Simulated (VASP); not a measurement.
Crystal: Ir.

```xyz
2
Lattice="2.7100 0.0000 0.0000 -1.3550 2.3469 0.0000 0.0000 0.0000 4.4254" Properties=species:S:1:pos:R:3 pbc="T T T"
Ir    0.0000    1.5646    1.1064
Ir    1.3550    0.7823    3.3191
```

```yaml
Program: VASP 6.6.1
Task: relaxation of cell and atoms
Functional: PBE
Potentials_or_basis: VASP PAW PBE potentials, release 64 (Ir)
Cutoff: 600 eV
k_mesh: 7 × 7 × 4
Occupations: methfessel-paxton, width 0.05 eV
Spin: no spin polarisation
```

At the start: pressure 12.4 GPa; volume 14.07 Å³/atom.

Where does the relaxation end?

Over 4 steps the energy falls by 17.4 meV/atom and the volume is 14.54 Å³/atom (+3.3 %); space group P6_3/mmc (No. 194, to 0.05 Å).

The path:
```tsv
step	energy change (eV)	largest force (eV/Å)	pressure (GPa)	volume (Å³)
1	0.0000	0.0000	12.38	28.15
2	0.3722	0.0000	-30.78	32.81
3	-0.0348	0.0000	-0.64	29.13
4	-0.0349	0.0000	-0.04	29.08
```

Final structure:
```
Ir
1.0
     2.73877    0.00000    0.00000
    -1.36939    2.37185    0.00000
     0.00000    0.00000    4.47709
Ir
2
Direct
  0.33333 0.66667 0.25000
  0.66667 0.33333 0.75000
```

Caveat: the k points lie up to 0.38 Å⁻¹ apart in the final cell.
